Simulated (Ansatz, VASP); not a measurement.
**C: VASP beside Ansatz**

```
CELL_PARAMETERS angstrom
2.49214 0.00000 0.00000
-1.24607 2.15826 0.00000
0.00000 0.00000 11.67720
ATOMIC_POSITIONS crystal
C 0.00000 0.00000 0.18686
C 0.00000 0.00000 0.68686
C 0.00000 0.00000 0.31314
C 0.00000 0.00000 0.81314
C 0.33333 0.66667 0.52077
C 0.66667 0.33333 0.02077
C 0.33333 0.66667 0.97923
C 0.66667 0.33333 0.47923
C 0.33333 0.66667 0.64506
C 0.66667 0.33333 0.14506
C 0.33333 0.66667 0.85494
C 0.66667 0.33333 0.35494
```

Alike in both runs: task single point; functional LDA; k mesh 12 × 12 × 2; occupations gaussian, width 0.05 eV; no spin polarisation.

```csv
,VASP,Ansatz
version,VASP 6.6.1,Ansatz 0.2.0
potentials or method,"VASP PAW LDA potentials, release 64 (C), cutoff 520 eV","scalar-relativistic, plane waves, PAW"
valence electrons in the cell,48,48
```

|  | VASP | Ansatz | Ansatz less VASP |
| --- | --- | --- | --- |
| gap on the k mesh at the Fermi level (eV) | 4.02 | 4.04 | +0.015 |
| least direct gap on the mesh (eV) | 4.91 | 4.91 | +0.002 |
| rms of the force components (eV/Å) | 0.316 | 0.306 | -0.0091 |

Ansatz warns that its potentials were made for another functional, while VASP's fit it. LDA's correlation is that of Perdew and Zunger in VASP and of Perdew and Wang (1992) in Ansatz. Atom by atom the forces differ by 0.009 eV/Å (rms over components).
